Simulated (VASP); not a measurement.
# RuS (F-43m) in VASP: a series of runs

RuS is run at these levels: PBE; tasks: single point.

Everything below comes from runs of VASP 6.6.1. Logs are shortened: lines on timing, memory, paths and dates and some standing lists are left out, and cuts for length are marked.

### 1 The cell of the first run

It takes space group F-43m (No. 216, cubic). The conventional cell has a = 5.194 Å, b = 5.194 Å, c = 5.194 Å, α = 90.00°, β = 90.00°, γ = 90.00°. Within 3.0 Å of Ru (site symmetry -43m) lie 4 S at 2.25 Å. S (site symmetry -43m) has 4 Ru at 2.25 Å within 3.0 Å.

### 2 Single point, PBE

Contents of INCAR:

```
ALGO     = Normal         # electronic algorithm
EDIFF    = 1E-7           # SCF threshold, eV
ENCUT    = 520            # plane-wave cutoff, eV
GGA      = PE             # functional
ISIF     = 2              # what is computed and relaxed
ISMEAR   = 0              # smearing method
LASPH    = T              # aspherical terms in the spheres
LCHARG   = F              # write CHGCAR
LREAL    = F              # projectors in reciprocal space
LWAVE    = F              # write WAVECAR
NBANDS   = 17             # bands
NELM     = 100            # most SCF steps
PREC     = Accurate       # precision mode
SIGMA    = 0.05           # smearing width, eV
```

Contents of KPOINTS:

```
k-points
0
Gamma
  10 10 10
```

Contents of POSCAR:

```
RuS
1.0
    0.0000000000      2.5968151679      2.5968151679
    2.5968151679      0.0000000000      2.5968151679
    2.5968151679      2.5968151679      0.0000000000
Ru S
1 1
Direct
    0.0000000000      0.0000000000      0.0000000000
    0.2500000000      0.2500000000      0.2500000000
```

Potentials or basis: VASP PAW PBE potentials, release 64 (Ru_pv, S).

The run is started by

```
> cat potpaw_PBE.64/Ru_pv/POTCAR potpaw_PBE.64/S/POTCAR > POTCAR
> mpirun -np 1 vasp_std > vasp.out
```

OUTCAR:

```text
EDIFF = 1E-7
   ENCUT = 520
   GGA = PE
   ISIF = 2
   ISMEAR = 0
   LASPH = T
   LREAL = F
   NELM = 100
   PREC = Accurate

 ion  position               nearest neighbor table
   1  0.000  0.000  0.000-   2 2.25   2 2.25   2 2.25   2 2.25
   2  0.250  0.250  0.250-   1 2.25   1 2.25   1 2.25   1 2.25

  LATTYP: Found a face centered cubic cell.
 ALAT       =     5.1936303358

  Lattice vectors:

 A1 = (   0.0000000000,   2.5968151679,   2.5968151679)
 A2 = (   2.5968151679,   0.0000000000,   2.5968151679)
 A3 = (   2.5968151679,   2.5968151679,   0.0000000000)

Analysis of symmetry for initial positions (statically):
=====================================================================
 Subroutine PRICEL returns:
 Original cell was already a primitive cell.

 Routine SETGRP: Setting up the symmetry group for a
 face centered cubic supercell.

 Subroutine GETGRP returns: Found 24 space group operations
 (whereof 24 operations were pure point group operations)
 out of a pool of 48 trial point group operations.

The static configuration has the point symmetry T_d .

Analysis of symmetry for dynamics (positions and initial velocities):
=====================================================================
 Subroutine PRICEL returns:
 Original cell was already a primitive cell.

 Routine SETGRP: Setting up the symmetry group for a
 face centered cubic supercell.

 Subroutine GETGRP returns: Found 24 space group operations
 (whereof 24 operations were pure point group operations)
 out of a pool of 48 trial point group operations.

The dynamic configuration has the point symmetry T_d .

 Subroutine INISYM returns: Found 24 space group operations
 (whereof 24 operations are pure point group operations),
 and found     1 'primitive' translations

----------------------------------------------------------------------------------------

                                     Primitive cell

  volume of cell :      35.0230

  direct lattice vectors                    reciprocal lattice vectors
     0.000000000  2.596815168  2.596815168    -0.192543546  0.192543546  0.192543546
     2.596815168  0.000000000  2.596815168     0.192543546 -0.192543546  0.192543546
     2.596815168  2.596815168  0.000000000     0.192543546  0.192543546 -0.192543546

  length of vectors
     3.672451229  3.672451229  3.672451229     0.333495204  0.333495204  0.333495204

  position of ions in fractional coordinates (direct lattice)
     0.000000000  0.000000000  0.000000000
     0.250000000  0.250000000  0.250000000

  ion indices of the primitive-cell ions
   primitive index   ion index
                 1           1
                 2           2

----------------------------------------------------------------------------------------

 KPOINTS: k-points

Automatic generation of k-mesh.
 Grid dimensions read from file:
 generate k-points for:   10   10   10

 Generating k-lattice:

  Cartesian coordinates                     Fractional coordinates (reciprocal lattice)
    -0.019254355  0.019254355  0.019254355     0.100000000  0.000000000  0.000000000
     0.019254355 -0.019254355  0.019254355     0.000000000  0.100000000  0.000000000
     0.019254355  0.019254355 -0.019254355     0.000000000  0.000000000  0.100000000

  Length of vectors
     0.033349520  0.033349520  0.033349520

  Shift w.r.t. Gamma in fractional coordinates (k-lattice)
     0.000000000  0.000000000  0.000000000

 Subroutine IBZKPT returns following result:
 ===========================================

 Found     47 irreducible k-points:

 Following reciprocal coordinates:
            Coordinates               Weight
  0.000000  0.000000  0.000000      1.000000
  0.100000  0.000000  0.000000      8.000000
  0.200000  0.000000  0.000000      8.000000
  0.300000  0.000000  0.000000      8.000000
  0.400000  0.000000  0.000000      8.000000
  0.500000  0.000000  0.000000      4.000000
[... 16 lines left out ...]
  0.300000  0.300000  0.000000      6.000000
  0.400000  0.300000  0.000000     24.000000
 [... further k-points ...]
   k-points           NKPTS =     47   k-points in BZ     NKDIM =     47   number of bands    NBANDS=     17
   number of dos      NEDOS =    301   number of ions     NIONS =      2
   total plane-waves  NPLWV =  21952
   dimension x,y,z NGX =    28 NGY =   28 NGZ =   28
   dimension x,y,z NGXF=    56 NGYF=   56 NGZF=   56
   ions per type =               1   1
   NGX,Y,Z   is equivalent  to a cutoff of  12.68, 12.68, 12.68 a.u.
   NGXF,Y,Z  is equivalent  to a cutoff of  25.35, 25.35, 25.35 a.u.
 SYSTEM =  unknown system
   PREC   = accura    normal or accurate (medium, high low for compatibility)
   ISTART =      0    job   : 0-new  1-cont  2-samecut
   ICHARG =      2    charge: 1-file 2-atom 10-const
   ISPIN  =      1    spin polarized calculation?
   LNONCOLLINEAR =      F non collinear calculations
   LSORBIT =      F    spin-orbit coupling
   LASPH  =      T    aspherical Exc in radial PAW
   ENCUT  =  520.0 eV  38.22 Ry    6.18 a.u.   6.83  6.83  6.83*2*pi/ulx,y,z
   NELM   =    100;   NELMIN=  2; NELMDL= -5     # of ELM steps
   EDIFF  = 0.1E-06   stopping-criterion for ELM
   LREAL  =      F    real-space projection
   EDIFFG = 0.1E-05   stopping-criterion for IOM
   NSW    =      0    number of steps for IOM
   IBRION =     -1    ionic relax: 0-MD 1-quasi-New 2-CG
   NFREE  =      0    steps in history (QN), initial steepest desc. (CG)
   ISIF   =      2    stress and relaxation
   ISYM   =      2    0-nonsym 1-usesym 2-fastsym
   POTIM  = 0.5000    time-step for ionic-motion
   TEBEG  =    0.0;   TEEND  =   0.0 temperature during run
   PSTRESS=    0.0 pullay stress
   NELECT =      20.0000    total number of electrons
   NUPDOWN=      -1.0000    fix difference up-down
   EMIN   =  10.00;   EMAX   =-10.00  energy-range for DOS
   EFERMI =   0.00;   METHOD = LEGACY
   ISMEAR =     0;   SIGMA  =   0.05  broadening in eV -4-tet -1-fermi 0-gaus
   EFERMI_NEDOS =   21; number of points for ismear=-14 and -15
   IALGO  =     38    algorithm
   IMIX   =      4    mixing-type and parameters
     AMIX     =   0.40;   BMIX     =  1.00
     AMIX_MAG =   1.60;   BMIX_MAG =  1.00
  volume/ion in A,a.u.               =      17.51       118.17
  Fermi-wavevector in a.u.,A,eV,Ry     =   1.358211  2.566646 25.099159  1.844736
[... 24 lines left out ...]

 E-fermi :   8.1505     XC(G=0): -11.1711

 val. band max:        8.1353976268   @ k =  -0.3000   0.4000   0.1000
 cond. band min:       8.1677508204   @ k =   0.4000   0.3000   0.1000
 fundamental gap:      0.0323531937
 Fermi energy:         8.1504925513

 k-point     1 :       0.0000    0.0000    0.0000
  band No.  band energies     occupation
      1     -34.7345      2.00000
      2     -34.7345      2.00000
      3     -34.7345      2.00000
      4      -7.2393      2.00000
      5       1.9511      2.00000
      6       1.9511      2.00000
[... 9 lines left out ...]
     16      16.1225      0.00000
     17      19.2742      0.00000

 k-point     2 :       0.1000    0.0000    0.0000
  band No.  band energies     occupation
      1     -34.7393      2.00000
      2     -34.7352      2.00000
      3     -34.7352      2.00000
      4      -7.1586      2.00000
      5       1.8632      2.00000
      6       2.0036      2.00000
[... 9 lines left out ...]
     16      16.2510      0.00000
     17      19.2743      0.00000

 k-point     3 :       0.2000    0.0000    0.0000
  band No.  band energies     occupation
      1     -34.7519      2.00000
      2     -34.7372      2.00000
      3     -34.7372      2.00000
      4      -6.9437      2.00000
      5       1.6891      2.00000
      6       2.1347      2.00000
[... 9 lines left out ...]
     16      16.5888      0.00000
     17      19.2744      0.00000

 k-point     4 :       0.3000    0.0000    0.0000
  band No.  band energies     occupation
      1     -34.7673      2.00000
      2     -34.7395      2.00000
      3     -34.7395      2.00000
      4      -6.6708      2.00000
      5       1.5879      2.00000
      6       2.2786      2.00000
[... 9 lines left out ...]
     16      16.9462      0.00000
     17      19.2744      0.00000

 k-point     5 :       0.4000    0.0000    0.0000
  band No.  band energies     occupation
      1     -34.7797      2.00000
      2     -34.7414      2.00000
      3     -34.7414      2.00000
      4      -6.4449      2.00000
      5       1.6186      2.00000
      6       2.3746      2.00000
[... 9 lines left out ...]
     16      17.1427      0.00000
     17      19.2743      0.00000

 k-point     6 :       0.5000    0.0000    0.0000
  band No.  band energies     occupation
      1     -34.7845      2.00000
      2     -34.7422      2.00000
      3     -34.7422      2.00000
      4      -6.3576      2.00000
      5       1.6669      2.00000
      6       2.4053      2.00000
[... 9 lines left out ...]
     16      17.1947      0.00000
     17      19.2743      0.00000

 k-point     7 :       0.1000    0.1000    0.0000
  band No.  band energies     occupation
      1     -34.7393      2.00000
      2     -34.7363      2.00000
      3     -34.7363      2.00000
      4      -7.1317      2.00000
      5       1.8000      2.00000
      6       2.0414      2.00000
[... 9 lines left out ...]
     16      16.3680      0.00000
     17      19.2745      0.00000

 k-point     8 :       0.2000    0.1000    0.0000
  band No.  band energies     occupation
      1     -34.7487      2.00000
      2     -34.7384      2.00000
      3     -34.7377      2.00000
      4      -6.9614      2.00000
      5       1.6464      2.00000
      6       2.1506      2.00000
[... 9 lines left out ...]
     16      16.7174      0.00000
     17      19.2916      0.00000
[... 203 lines left out ...]
      1     -34.7789      2.00000
      2     -34.7514      2.00000
      3     -34.7459      2.00000
      4      -6.2615      2.00000
      5       1.6326      2.00000
      6       2.4808      2.00000
[... 9 lines left out ...]
     16      17.7769      0.00000
     17      19.2753      0.00000

 k-point    20 :      -0.4000    0.2000    0.0000
  band No.  band energies     occupation
      1     -34.7791      2.00000
      2     -34.7538      2.00000
      3     -34.7446      2.00000
      4      -6.2436      2.00000
      5       1.8537      2.00000
      6       2.3036      2.00000
[... 9 lines left out ...]
     16      17.9934      0.00000
     17      19.2752      0.00000

 k-point    21 :      -0.3000    0.2000    0.0000
  band No.  band energies     occupation
      1     -34.7736      2.00000
      2     -34.7530      2.00000
      3     -34.7422      2.00000
      4      -6.3649      2.00000
      5       1.8111      2.00000
      6       2.2092      2.00000
[... 9 lines left out ...]
     16      17.1609      0.00000
     17      19.2750      0.00000

 k-point    22 :      -0.2000    0.2000    0.0000
  band No.  band energies     occupation
      1     -34.7656      2.00000
      2     -34.7483      2.00000
      3     -34.7395      2.00000
      4      -6.5775      2.00000
      5       1.6405      2.00000
      6       2.2523      2.00000
[... 9 lines left out ...]
     16      16.9909      0.00000
     17      19.2753      0.00000

 k-point    23 :       0.3000    0.3000    0.0000
  band No.  band energies     occupation
      1     -34.7673      2.00000
      2     -34.7466      2.00000
      3     -34.7466      2.00000
      4      -6.4818      2.00000
      5       1.1825      2.00000
      6       2.7121      2.00000
[... 9 lines left out ...]
     16      18.4815      0.00000
     17      18.5907      0.00000

 k-point    24 :       0.4000    0.3000    0.0000
  band No.  band energies     occupation
      1     -34.7744      2.00000
      2     -34.7501      2.00000
      3     -34.7487      2.00000
      4      -6.3039      2.00000
      5       1.1641      2.00000
      6       2.8700      2.00000
[... 9 lines left out ...]
     16      18.6808      0.00000
     17      19.2756      0.00000

 [... further k-points ...]

------------------------ aborting loop because EDIFF is reached ----------------------------------------

  FORCE on cell =-STRESS in cart. coord.  units (eV):
  Direction    XX          YY          ZZ          XY          YZ          ZX
  --------------------------------------------------------------------------------------
  -------------------------------------------------------------------------------------
  Total        0.1005303      0.1005303      0.1005303     -0.0000000      0.0000000      0.0000000
  in kB        4.5989029      4.5989029      4.5989029     -0.0000000      0.0000000      0.0000000
  external PRESSURE =       4.5989029 kB  Pullay stress =       0.0000000 kB

 VOLUME and BASIS-vectors are now :
 -----------------------------------------------------------------------------
  energy-cutoff  :      520.00
  volume of cell :       35.02
      direct lattice vectors                 reciprocal lattice vectors
     0.000000000  2.596815168  2.596815168    -0.192543546  0.192543546  0.192543546
     2.596815168  0.000000000  2.596815168     0.192543546 -0.192543546  0.192543546
     2.596815168  2.596815168  0.000000000     0.192543546  0.192543546 -0.192543546

 POSITION                                       TOTAL-FORCE (eV/Angst)
 -----------------------------------------------------------------------------------
      0.00000      0.00000      0.00000         0.000000      0.000000      0.000000
      1.29841      1.29841      1.29841        -0.000000     -0.000000     -0.000000
 -----------------------------------------------------------------------------------
    total drift:                               -0.000000     -0.000000     -0.000000

  FREE ENERGIE OF THE ION-ELECTRON SYSTEM (eV)
  ---------------------------------------------------
  free  energy   TOTEN  =       -13.6586400549 eV

  energy  without entropy=      -13.6565726237  energy(sigma->0) =      -13.65760634
```

It took 18 s on 1 thread of Intel Xeon 6975P-C, shared host; peak memory 0.17 GiB.

What came out:

```
Free energy            : -13.6586 eV
Pressure               : 0.5 GPa
Band gap on the k mesh : zero (band 10 reaches 10.56 eV, above the bottom of band 11 at 7.64 eV)
```

### 3 Single point, PBE

This run uses another cell than the first one, of 17.59 Å³/atom, 1.004 times its volume.

Contents of INCAR:

```
  ALGO = Normal
  EDIFF = 1E-6
  ENCUT = 520
  GGA = PE
  ISIF = 2
  ISMEAR = 0
  LASPH = True
  LCHARG = False
  LREAL = False
  LWAVE = False
  NBANDS = 17
  NELM = 60
  PREC = Accurate
  SIGMA = 0.05
```

KPOINTS is that of step 2.

Contents of POSCAR:

```
RuS
1.0
    0.0000000000      2.6005202392      2.6005202392
    2.6005202392      0.0000000000      2.6005202392
    2.6005202392      2.6005202392      0.0000000000
Ru S
1 1
Direct
    0.0000000000      0.0000000000      0.0000000000
    0.2500000000      0.2500000000      0.2500000000
```

Potentials or basis: VASP PAW PBE potentials, release 64 (Ru_pv, S).

The run is started by

```
> cat potpaw_PBE.64/Ru_pv/POTCAR potpaw_PBE.64/S/POTCAR > POTCAR
> mpirun -np 1 vasp_std > vasp.out
```

Run time: 17 s. Hardware: 1 thread of Intel Xeon 6975P-C, shared host; peak memory 0.17 GiB.

The run converged. Its results:

| Quantity | Value |
| --- | --- |
| Free energy | -13.6588 eV |
| Pressure | -0.2 GPa |
| Band gap on the k mesh | zero (band 10 reaches 10.49 eV, above the bottom of band 11 at 7.59 eV) |

Levels at points of the mesh, in eV from the Fermi level:
```csv
k point,band 6,band 7,band 8,band 9,band 10,band 11,band 12,band 13,band 14,band 15
"(0.00, 0.00, 0.00)",-6.17,-6.17,-2.09,-2.09,2.13,3.47,3.47,3.47,7.96,7.96
"(0.50, 0.00, 0.00)",-5.72,-5.72,-1.73,-1.73,-1.37,1.47,1.47,4.49,8.88,9.03
"(0.50, 0.50, 0.00)",-4.77,-4.77,-2.63,-1.23,-1.04,-0.50,-0.50,6.09,7.38,11.13
```

### 4 Single point, PBE

This run uses another cell than the first one, of 18.64 Å³/atom, 1.064 times its volume.

Contents of INCAR:

```
SYSTEM = RuS
PREC     = Accurate       ! precision mode
ENCUT    = 520            ! plane-wave cutoff, eV
EDIFF    = 1E-7           ! SCF threshold, eV
ISMEAR   = 0              ! smearing method
SIGMA    = 0.05           ! smearing width, eV
LREAL    = .False.        ! projectors in reciprocal space
LASPH    = .True.         ! aspherical terms in the spheres
NELM     = 100            ! most SCF steps
ALGO     = Normal         ! electronic algorithm
ISIF     = 2              ! what is computed and relaxed
LWAVE    = .False.        ! write WAVECAR
LCHARG   = .True.         ! write CHGCAR
GGA      = PE             ! functional
LELF     = .True.         ! ELF
LVHAR    = .True.       
NBANDS   = 17             ! bands
```

Contents of KPOINTS:

```
regular mesh
0
Gamma
  10 10 10
  0 0 0
```

Contents of POSCAR:

```
RuS
1.0
    0.0000000000      2.6513389151      2.6513389151
    2.6513389151      0.0000000000      2.6513389151
    2.6513389151      2.6513389151      0.0000000000
Ru S
1 1
Direct
    0.0000000000      0.0000000000      0.0000000000
    0.2500000000      0.2500000000      0.2500000000
```

The run is started by

```
> cat potpaw_PBE.64/Ru_pv/POTCAR potpaw_PBE.64/S/POTCAR > POTCAR
> mpirun -np 1 vasp_std > vasp.out
```

Run time: 18 s. Hardware: 1 thread of Intel Xeon 6975P-C, shared host; peak memory 0.17 GiB.

Results (log left out):

| Quantity | Value |
| --- | --- |
| Free energy | -13.6064 eV |
| Pressure | -7.5 GPa |
| Band gap on the k mesh | zero (band 10 reaches 9.55 eV, above the bottom of band 11 at 6.89 eV) |

Levels at points of the mesh, in eV from the Fermi level:
```
           k point  band 8  band 9  band 10  band 11  band 12  band 13
(0.00, 0.00, 0.00)   -1.88   -1.88     1.99     3.21     3.21     3.21
(0.50, 0.00, 0.00)   -1.57   -1.57    -1.26     1.38     1.38     4.40
(0.50, 0.50, 0.00)   -2.36   -1.12    -0.97    -0.43    -0.43     5.78
```

### 5 Single point, PBE

This run uses another cell than the first one, of 20.71 Å³/atom, 1.183 times its volume.

Contents of INCAR:

```
PREC = Accurate ; ENCUT = 520
EDIFF = 1E-6 ; ISMEAR = 0
SIGMA = 0.05 ; LREAL = F
LASPH = T ; NELM = 100
ALGO = Normal ; ISIF = 2
LWAVE = F ; LCHARG = F
GGA = PE ; NBANDS = 17
```

Contents of KPOINTS:

```
Automatic mesh
0
Gamma
  10 10 10
```

Contents of POSCAR:

```
RuS
1.0
    0.0000000000      2.7461088204      2.7461088204
    2.7461088204      0.0000000000      2.7461088204
    2.7461088204      2.7461088204      0.0000000000
Ru S
1 1
Direct
    0.0000000000      0.0000000000      0.0000000000
    0.2500000000      0.2500000000      0.2500000000
```

The run is started by

```
> cat potpaw_PBE.64/Ru_pv/POTCAR potpaw_PBE.64/S/POTCAR > POTCAR
> mpirun -np 1 vasp_std > vasp.out
```

It took 23 s on 1 thread of Intel Xeon 6975P-C, shared host; peak memory 0.18 GiB.

It converged, with:

```
Free energy            : -13.2892 eV
Pressure               : -16.1 GPa
Band gap on the k mesh : zero (band 10 reaches 7.95 eV, above the bottom of band 11 at 5.72 eV)
```

Levels at points of the mesh, in eV from the Fermi level:
| k point | band 8 | band 9 | band 10 | band 11 | band 12 | band 13 |
| --- | --- | --- | --- | --- | --- | --- |
| (0.00, 0.00, 0.00) | -1.57 | -1.57 | 1.76 | 2.76 | 2.76 | 2.76 |
| (0.50, 0.00, 0.00) | -1.32 | -1.32 | -1.08 | 1.22 | 1.22 | 4.20 |
| (0.50, 0.50, 0.00) | -1.93 | -0.95 | -0.85 | -0.33 | -0.33 | 5.29 |

### 6 Overview

| cell | gap on the mesh (eV) | pressure (GPa) |
| --- | --- | --- |
| a = 3.672 Å, angles 60.0°, 2 atoms | none | 0.5 |
| a = 3.678 Å, angles 60.0°, 2 atoms | none | -0.2 |
| a = 3.750 Å, angles 60.0°, 2 atoms | none | -7.5 |
| a = 3.884 Å, angles 60.0°, 2 atoms | none | -16.1 |

Alike in all rows: task single point; level PBE; potentials or basis VASP PAW PBE potentials, release 64 (Ru_pv, S); no spin polarisation; k mesh 10 × 10 × 10; cutoff (eV) 520; smearing gaussian 0.05 eV.

Absolute energies hang on the potentials; compare differences alone.
